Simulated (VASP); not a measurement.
# MnAs (P6_3/mmc) in VASP: a series of runs

MnAs is run at these levels: RPBE, PBEsol, PBE; tasks: single point.

All numbers are computed with VASP 6.6.1; they aren't measurements. Logs are shortened: lines on timing, memory, paths and dates and some standing lists are left out, and cuts for length are marked.

## (1) The cell of the first run

The structure is hexagonal, space group P6_3/mmc (No. 194). Conventional cell: a = 3.747 Å, b = 3.747 Å, c = 5.583 Å, α = 90.00°, β = 90.00°, γ = 120.00°. As (site symmetry -6m2) has 6 Mn at 2.57 Å and 6 As at 3.53 Å within 3.6 Å. Mn (site symmetry -3m) has 6 As at 2.57 Å and 2 Mn at 2.79 Å within 3.4 Å.

## (2) Single point, RPBE, collinear spin, ferromagnetic start

Contents of INCAR:

```
  ALGO = Normal
  EDIFF = 1E-7
  ENCUT = 520
  GGA = RP
  ISIF = 2
  ISMEAR = -1
  ISPIN = 2
  LASPH = True
  LCHARG = True
  LELF = True
  LMAXMIX = 4
  LORBIT = 11
  LREAL = False
  LVHAR = True
  LWAVE = False
  MAGMOM = 0 0 4 4
  NBANDS = 30
  NELM = 150
  PREC = Accurate
  SIGMA = 0.05
```

Contents of KPOINTS:

```
k-points
0
Gamma
  8 8 5
```

Contents of POSCAR:

```
MnAs
1.0
    3.7469256281      0.0000000000      0.0000000000
   -1.8734628141      3.2449327801      0.0000000000
    0.0000000000      0.0000000000      5.5833402491
As Mn
2 2
Direct
    0.6666666667      0.3333333333      0.7500000000
    0.3333333333      0.6666666667      0.2500000000
    0.0000000000      0.0000000000      0.5000000000
    0.0000000000      0.0000000000      0.0000000000
```

Potentials or basis: VASP PAW PBE potentials, release 64 (As, Mn_pv).

Started as:

```sh
> cat potpaw_PBE.64/As/POTCAR potpaw_PBE.64/Mn_pv/POTCAR > POTCAR
> mpirun -np 1 vasp_std > vasp.out
```

OUTCAR:

```text
EDIFF = 1E-7
   ENCUT = 520
   GGA = RP
   ISIF = 2
   ISMEAR = -1
   ISPIN = 2
   LASPH = True
   LORBIT = 11
   LREAL = False
   NELM = 150
   PREC = Accurate

 ion  position               nearest neighbor table
   1  0.667  0.333  0.750-   3 2.57   4 2.57   3 2.57   4 2.57   3 2.57   4 2.57
   2  0.333  0.667  0.250-   3 2.57   4 2.57   3 2.57   4 2.57   3 2.57   4 2.57
   3  0.000  0.000  0.500-   1 2.57   2 2.57   1 2.57   2 2.57   1 2.57   2 2.57   4 2.79   4 2.79

   4  0.000  0.000  0.000-   1 2.57   2 2.57   1 2.57   2 2.57   1 2.57   2 2.57   3 2.79   3 2.79

  LATTYP: Found a hexagonal cell.
 ALAT       =     3.7469256281
 C/A-ratio  =     1.4901123757

  Lattice vectors:

 A1 = (   3.7469256281,   0.0000000000,   0.0000000000)
 A2 = (  -1.8734628141,   3.2449327801,   0.0000000000)
 A3 = (   0.0000000000,   0.0000000000,   5.5833402491)

Analysis of symmetry for initial positions (statically):
=====================================================================
 Subroutine PRICEL returns:
 Original cell was already a primitive cell.

 Routine SETGRP: Setting up the symmetry group for a
 hexagonal supercell.

 Subroutine GETGRP returns: Found 24 space group operations
 (whereof 12 operations were pure point group operations)
 out of a pool of 24 trial point group operations.

The static configuration has the point symmetry D_3d.
 The point group associated with its full space group is D_6h.

Analysis of symmetry for dynamics (positions and initial velocities):
=====================================================================
 Subroutine PRICEL returns:
 Original cell was already a primitive cell.

 Routine SETGRP: Setting up the symmetry group for a
 hexagonal supercell.

 Subroutine GETGRP returns: Found 24 space group operations
 (whereof 12 operations were pure point group operations)
 out of a pool of 24 trial point group operations.

The dynamic configuration has the point symmetry D_3d.
 The point group associated with its full space group is D_6h.

Analysis of structural, dynamic, and magnetic symmetry:
=====================================================================
 Subroutine PRICEL returns:
 Original cell was already a primitive cell.

 Routine SETGRP: Setting up the symmetry group for a
 hexagonal supercell.

 Subroutine GETGRP returns: Found 24 space group operations
 (whereof 12 operations were pure point group operations)
 out of a pool of 24 trial point group operations.

The overall configuration has the point symmetry D_3d.
 The point group associated with its full space group is D_6h.

 Subroutine INISYM returns: Found 24 space group operations
 (whereof 12 operations are pure point group operations),
 and found     1 'primitive' translations

----------------------------------------------------------------------------------------

                                     Primitive cell

  volume of cell :      67.8852

  direct lattice vectors                    reciprocal lattice vectors
     3.746925628  0.000000000  0.000000000     0.266885468  0.154086397  0.000000000
    -1.873462814  3.244932780  0.000000000     0.000000000  0.308172794  0.000000000
     0.000000000  0.000000000  5.583340249     0.000000000  0.000000000  0.179104256

  length of vectors
     3.746925628  3.746925628  5.583340249     0.308172794  0.308172794  0.179104256

  position of ions in fractional coordinates (direct lattice)
     0.666666667  0.333333333  0.750000000
     0.333333333  0.666666667  0.250000000
     0.000000000  0.000000000  0.500000000
     0.000000000  0.000000000  0.000000000

  ion indices of the primitive-cell ions
   primitive index   ion index
                 1           1
                 2           2
                 3           3
                 4           4

----------------------------------------------------------------------------------------

 KPOINTS: k-points

Automatic generation of k-mesh.
 Grid dimensions read from file:
 generate k-points for:    8    8    5

 Generating k-lattice:

  Cartesian coordinates                     Fractional coordinates (reciprocal lattice)
     0.033360684  0.019260800  0.000000000     0.125000000  0.000000000  0.000000000
     0.000000000  0.038521599  0.000000000     0.000000000  0.125000000  0.000000000
     0.000000000  0.000000000  0.035820851     0.000000000  0.000000000  0.200000000

  Length of vectors
     0.038521599  0.038521599  0.035820851

  Shift w.r.t. Gamma in fractional coordinates (k-lattice)
     0.000000000  0.000000000  0.000000000

 Subroutine IBZKPT returns following result:
 ===========================================

 Found     30 irreducible k-points:

 Following reciprocal coordinates:
            Coordinates               Weight
  0.000000  0.000000  0.000000      1.000000
  0.125000 -0.000000  0.000000      6.000000
  0.250000 -0.000000  0.000000      6.000000
  0.375000 -0.000000  0.000000      6.000000
[... 82 lines left out ...]
  band No.  band energies     occupation
      1     -43.1664      1.00000
      2     -43.1664      1.00000
      3     -43.1550      1.00000
      4     -43.1550      1.00000
      5     -42.9442      1.00000
      6     -42.8273      1.00000
[... 22 lines left out ...]
     29      16.6874      0.00000
     30      16.6874      0.00000

 k-point     2 :       0.1250   -0.0000    0.0000
  band No.  band energies     occupation
      1     -43.1673      1.00000
      2     -43.1666      1.00000
      3     -43.1557      1.00000
      4     -43.1551      1.00000
      5     -42.9440      1.00000
      6     -42.8272      1.00000
[... 22 lines left out ...]
     29      14.8329      0.00000
     30      15.4707      0.00000

 k-point     3 :       0.2500   -0.0000    0.0000
  band No.  band energies     occupation
      1     -43.1695      1.00000
      2     -43.1672      1.00000
      3     -43.1576      1.00000
      4     -43.1556      1.00000
      5     -42.9436      1.00000
      6     -42.8270      1.00000
[... 682 lines left out ...]
     29      15.3870      0.00000
     30      16.1164      0.00000

 k-point    24 :       0.3750   -0.0000    0.4000
  band No.  band energies     occupation
      1     -43.1675      1.00000
      2     -43.1637      1.00000
      3     -43.1637      1.00000
      4     -43.1601      1.00000
      5     -42.9032      1.00000
      6     -42.8672      1.00000
[... 22 lines left out ...]
     29      15.8961      0.00000
     30      17.7091      0.00000

 [... further k-points ...]

 spin component 2

 k-point     1 :       0.0000    0.0000    0.0000
  band No.  band energies     occupation
      1     -39.6318      1.00000
      2     -39.6318      1.00000
      3     -39.6275      1.00000
      4     -39.6180      1.00000
      5     -39.6180      1.00000
      6     -39.4911      1.00000
[... 22 lines left out ...]
     29      17.6639      0.00000
     30      17.7461      0.00000

 k-point     2 :       0.1250   -0.0000    0.0000
  band No.  band energies     occupation
      1     -39.6330      1.00000
      2     -39.6321      1.00000
      3     -39.6272      1.00000
      4     -39.6190      1.00000
      5     -39.6182      1.00000
      6     -39.4910      1.00000
[... 22 lines left out ...]
     29      15.7823      0.00000
     30      16.1257      0.00000

 k-point     3 :       0.2500   -0.0000    0.0000
  band No.  band energies     occupation
      1     -39.6359      1.00000
      2     -39.6328      1.00000
      3     -39.6266      1.00000
      4     -39.6214      1.00000
      5     -39.6188      1.00000
      6     -39.4907      1.00000
[... 682 lines left out ...]
     29      16.0205      0.00000
     30      16.6675      0.00000

 k-point    24 :       0.3750   -0.0000    0.4000
  band No.  band energies     occupation
      1     -39.6336      1.00000
      2     -39.6290      1.00000
      3     -39.6287      1.00000
      4     -39.6242      1.00000
      5     -39.5794      1.00000
      6     -39.5375      1.00000
[... 22 lines left out ...]
     29      16.4778      0.00000
     30      18.2629      0.00000

 [... further k-points ...]

------------------------ aborting loop because EDIFF is reached ----------------------------------------

  FORCE on cell =-STRESS in cart. coord.  units (eV):
  Direction    XX          YY          ZZ          XY          YZ          ZX
  --------------------------------------------------------------------------------------
  -------------------------------------------------------------------------------------
  Total        0.0538437      0.0538437      0.0728502     -0.0000000      0.0000000      0.0000000
  in kB        1.2707802      1.2707802      1.7193595     -0.0000000      0.0000000      0.0000000
  external PRESSURE =       1.4203067 kB  Pullay stress =       0.0000000 kB

 VOLUME and BASIS-vectors are now :
 -----------------------------------------------------------------------------
  energy-cutoff  :      520.00
  volume of cell :       67.89
      direct lattice vectors                 reciprocal lattice vectors
     3.746925628  0.000000000  0.000000000     0.266885468  0.154086397  0.000000000
    -1.873462814  3.244932780  0.000000000     0.000000000  0.308172794  0.000000000
     0.000000000  0.000000000  5.583340249     0.000000000  0.000000000  0.179104256

 POSITION                                       TOTAL-FORCE (eV/Angst)
 -----------------------------------------------------------------------------------
      1.87346      1.08164      4.18751        -0.000000     -0.000000      0.000000
     -0.00000      2.16329      1.39584        -0.000000      0.000000      0.000000
      0.00000      0.00000      2.79167         0.000000      0.000000      0.000000
      0.00000      0.00000      0.00000         0.000000      0.000000      0.000000
 -----------------------------------------------------------------------------------
    total drift:                               -0.000000      0.000000     -0.000000

  FREE ENERGIE OF THE ION-ELECTRON SYSTEM (eV)
  ---------------------------------------------------
  free  energy   TOTEN  =       -26.6978225983 eV

  energy  without entropy=      -26.6786602802  energy(sigma->0) =      -26.68824144

 total charge

# of ion       s       p       d       tot
------------------------------------------
    1        1.223   1.510   0.049   2.782
    2        1.223   1.510   0.049   2.782
    3        0.280   6.242   5.043  11.565
    4        0.280   6.242   5.043  11.565
--------------------------------------------------
tot          3.005  15.504  10.184  28.694

 magnetization (x)

# of ion       s       p       d       tot
------------------------------------------
    1        0.009  -0.151   0.008  -0.133
    2        0.009  -0.151   0.008  -0.133
    3        0.036   0.027   3.186   3.249
    4        0.036   0.027   3.186   3.249
--------------------------------------------------
tot          0.090  -0.247   6.388   6.231
```

Wall time 63 s (1 thread of Intel Xeon 6975P-C (Granite Rapids), shared host); peak memory 0.25 GiB.

What came out:

| Item | Value |
| --- | --- |
| Free energy | -26.6978 eV |
| Pressure | 0.1 GPa |
| Net moment | 6.36 μB per cell |
| Site moments | As -0.13; Mn +3.25 μB |
| Valence electrons inside the program's atomic spheres | As 2.78; Mn 11.56 |

Caveat: the PAW data sets were made with another functional, which shifts forces and pressure a little; the run started ferromagnetic, and an antiferromagnetic order may lie lower in energy.

## (3) Single point, PBEsol, collinear spin, ferromagnetic start

This run uses another cell than the first one, of 17.64 Å³/atom.

Contents of INCAR:

```
SYSTEM = MnAs
PREC = Accurate ; ENCUT = 520
EDIFF = 1E-7 ; ISMEAR = -1
SIGMA = 0.05 ; LREAL = .False.
LASPH = .True. ; NELM = 150
ALGO = Normal ; ISIF = 2
LWAVE = .False. ; LCHARG = .False.
ISPIN = 2 ; MAGMOM = 0 0 4 4
LORBIT = 11 ; LMAXMIX = 4
GGA = PS ; NBANDS = 30
```

Contents of KPOINTS:

```
Automatic mesh
0
Gamma
  8 8 5
  0 0 0
```

Contents of POSCAR:

```
MnAs
1.0
    3.7588213882      0.0000000000      0.0000000000
   -1.8794106941      3.2552348104      0.0000000000
    0.0000000000      0.0000000000      5.7658901671
As Mn
2 2
Direct
    0.6666666667      0.3333333333      0.7500000000
    0.3333333333      0.6666666667      0.2500000000
    0.0000000000      0.0000000000      0.5000000000
    0.0000000000      0.0000000000      0.0000000000
```

Potentials or basis: VASP PAW PBE potentials, release 64 (As, Mn_pv).

Started as:

```sh
> cat potpaw_PBE.64/As/POTCAR potpaw_PBE.64/Mn_pv/POTCAR > POTCAR
> mpirun -np 1 vasp_std > vasp.out
```

It took 1.8 min on 1 thread of Intel Xeon Platinum 8259CL at 2.50GHz (Skylake/Cascade Lake), shared host; peak memory 0.27 GiB.

It converged, with:

- Free energy: -30.0979 eV
- Pressure: -10.1 GPa
- Net moment: 6.52 μB per cell
- Site moments: As -0.12; Mn +3.31 μB
- Valence electrons inside the program's atomic spheres: As 2.76; Mn 11.53

Stress tensor (GPa, compression positive):
```
 -9.24   0.00   0.00
  0.00  -9.24   0.00
  0.00   0.00 -11.94
```

Levels at points of the mesh, in eV from the Fermi level:
Spin up:
| k point | band 18 | band 19 | band 20 | band 21 | band 22 | band 23 | band 24 | band 25 |
| --- | --- | --- | --- | --- | --- | --- | --- | --- |
| (0.00, 0.00, 0.00) | -1.89 | -0.59 | 0.54 | 0.54 | 1.44 | 2.68 | 2.68 | 3.67 |
| (0.50, 0.00, 0.00) | -2.12 | -2.00 | -1.93 | -1.68 | -0.73 | 0.92 | 2.96 | 4.56 |
Spin down:
```tsv
k point	band 12	band 13	band 14	band 15	band 16	band 17	band 18	band 19
(0.00, 0.00, 0.00)	-0.97	-0.03	-0.03	0.13	0.13	0.53	0.53	1.30
(0.50, 0.00, 0.00)	-2.94	-2.52	-1.93	-1.15	0.75	0.80	0.84	0.89
```

Caveat: the cell stands under tension; the PAW data sets were made with another functional, which shifts forces and pressure a little; the run started ferromagnetic, and an antiferromagnetic order may lie lower in energy.

## (4) Single point, PBEsol, collinear spin, ferromagnetic start

This run uses another cell than the first one, of 17.98 Å³/atom.

Contents of INCAR:

```
ALGO = Normal
EDIFF = 1E-7
ENCUT = 520
GGA = PS
ISIF = 2
ISMEAR = -1
ISPIN = 2
LASPH = True
LCHARG = False
LMAXMIX = 4
LORBIT = 11
LREAL = False
LWAVE = False
MAGMOM = 0 0 4 4
NBANDS = 30
NELM = 150
PREC = Accurate
SIGMA = 0.05
```

Contents of KPOINTS:

```
k-points
0
Gamma
  8 8 5
```

Contents of POSCAR:

```
MnAs
1.0
    3.7827635712      0.0000000000      0.0000000000
   -1.8913817856      3.2759693491      0.0000000000
    0.0000000000      0.0000000000      5.8026165724
As Mn
2 2
Direct
    0.6666666667      0.3333333333      0.7500000000
    0.3333333333      0.6666666667      0.2500000000
    0.0000000000      0.0000000000      0.5000000000
    0.0000000000      0.0000000000      0.0000000000
```

Started as:

```sh
> cat potpaw_PBE.64/As/POTCAR potpaw_PBE.64/Mn_pv/POTCAR > POTCAR
> mpirun -np 1 vasp_std > vasp.out
```

It took 1.9 min on 1 thread of Intel Xeon Platinum 8259CL at 2.50GHz (Skylake/Cascade Lake), shared host; peak memory 0.27 GiB.

The run converged. Its results:

| Property | Result |
| --- | --- |
| Free energy | -30.0101 eV |
| Pressure | -10.7 GPa |
| Net moment | 6.69 μB per cell |
| Site moments | As -0.12; Mn +3.38 μB |
| Valence electrons inside the program's atomic spheres | As 2.75; Mn 11.51 |

Stress tensor (GPa, compression positive):
```
 -9.81   0.00   0.00
  0.00  -9.81   0.00
  0.00   0.00 -12.35
```

Levels at points of the mesh, in eV from the Fermi level:
Spin up:
```tsv
k point	band 17	band 18	band 19	band 20	band 21	band 22	band 23	band 24	band 25	band 26
(0.00, 0.00, 0.00)	-1.94	-1.94	-0.68	0.53	0.53	1.41	2.59	2.59	3.62	4.33
(0.50, 0.00, 0.00)	-2.20	-2.15	-1.97	-1.96	-1.73	-0.82	0.84	2.87	4.49	4.60
```
Spin down:
```tsv
k point	band 12	band 13	band 14	band 15	band 16	band 17	band 18	band 19
(0.00, 0.00, 0.00)	-0.89	0.04	0.04	0.19	0.19	0.51	0.51	1.30
(0.50, 0.00, 0.00)	-2.86	-2.44	-1.88	-1.06	0.79	0.84	0.88	0.94
```

Caveat: the cell stands under tension; the PAW data sets were made with another functional, which shifts forces and pressure a little; the run started ferromagnetic, and an antiferromagnetic order may lie lower in energy.

## (5) Single point, PBE, collinear spin, ferromagnetic start

This run uses another cell than the first one, of 15.86 Å³/atom.

Contents of INCAR:

```
SYSTEM = MnAs
PREC = Accurate
ENCUT = 520
EDIFF = 1E-6
ISMEAR = -1
SIGMA = 0.05
LREAL = .False.
LASPH = .True.
NELM = 150
ALGO = Normal
ISIF = 2
LWAVE = .False.
LCHARG = .False.
ISPIN = 2
MAGMOM = 0 0 4 4
LORBIT = 11
LMAXMIX = 4
GGA = PE
NBANDS = 30
```

Contents of KPOINTS:

```
Automatic mesh
0
Gamma
  8 8 5
  0 0 0
```

Contents of POSCAR:

```
MnAs
1.0
    3.6519841753      0.0000000000      0.0000000000
   -1.8259920876      3.1627110700      0.0000000000
    0.0000000000      0.0000000000      5.4932388712
As Mn
2 2
Direct
    0.6666666667      0.3333333333      0.7500000000
    0.3333333333      0.6666666667      0.2500000000
    0.0000000000      0.0000000000      0.5000000000
    0.0000000000      0.0000000000      0.0000000000
```

Started as:

```sh
> cat potpaw_PBE.64/As/POTCAR potpaw_PBE.64/Mn_pv/POTCAR > POTCAR
> mpirun -np 1 vasp_std > vasp.out
```

It took 68 s on 1 thread of Intel Xeon 6975P-C (Granite Rapids), shared host; peak memory 0.25 GiB.

The run converged. Its results:

| Item | Value |
| --- | --- |
| Free energy | -28.2819 eV |
| Pressure | 0.1 GPa |
| Net moment | 5.59 μB per cell |
| Site moments | As -0.12; Mn +2.86 μB |
| Valence electrons inside the program's atomic spheres | As 2.81; Mn 11.68 |

Levels at points of the mesh, in eV from the Fermi level:
Spin up:
```csv
k point,band 19,band 20,band 21,band 22,band 23,band 24
"(0.00, 0.00, 0.00)",-0.05,0.59,0.59,1.79,3.20,3.20
"(0.50, 0.00, 0.00)",-1.91,-1.63,-1.42,-0.17,1.47,3.59
```
Spin down:
| k point | band 11 | band 12 | band 13 | band 14 | band 15 | band 16 | band 17 | band 18 | band 19 | band 20 |
| --- | --- | --- | --- | --- | --- | --- | --- | --- | --- | --- |
| (0.00, 0.00, 0.00) | -3.20 | -1.45 | -0.42 | -0.42 | -0.19 | -0.19 | 0.55 | 0.55 | 1.20 | 1.20 |
| (0.50, 0.00, 0.00) | -3.48 | -3.37 | -3.02 | -2.24 | -1.65 | 0.52 | 0.58 | 0.65 | 0.67 | 1.31 |

Caveat: the run started ferromagnetic, and an antiferromagnetic order may lie lower in energy.

## (6) Overview

```tsv
level	cell	gap on the mesh (eV)	pressure (GPa)	moment (μB)
RPBE	a = 3.747, b = 3.747, c = 5.583 Å, angles 90.0, 90.0, 120.0°, 4 atoms	none	0.1	6.36
PBEsol	a = 3.759, b = 3.759, c = 5.766 Å, angles 90.0, 90.0, 120.0°, 4 atoms	none	-10.1	6.52
PBEsol	a = 3.783, b = 3.783, c = 5.803 Å, angles 90.0, 90.0, 120.0°, 4 atoms	none	-10.7	6.69
PBE	a = 3.652, b = 3.652, c = 5.493 Å, angles 90.0, 90.0, 120.0°, 4 atoms	none	0.1	5.59
```

Alike in all rows: task single point; potentials or basis VASP PAW PBE potentials, release 64 (As, Mn_pv); spin collinear, ferromagnetic start; k mesh 8 × 8 × 5; cutoff (eV) 520; smearing fermi-dirac 0.05 eV.

Caveats: the run started ferromagnetic, and an antiferromagnetic order may lie lower in energy; the PAW data sets were made with another functional, which shifts forces and pressure a little (at least some runs); the cell stands under tension (at least some runs).

Total energies depend on the potentials used, so only differences within one code and one set of settings carry meaning.
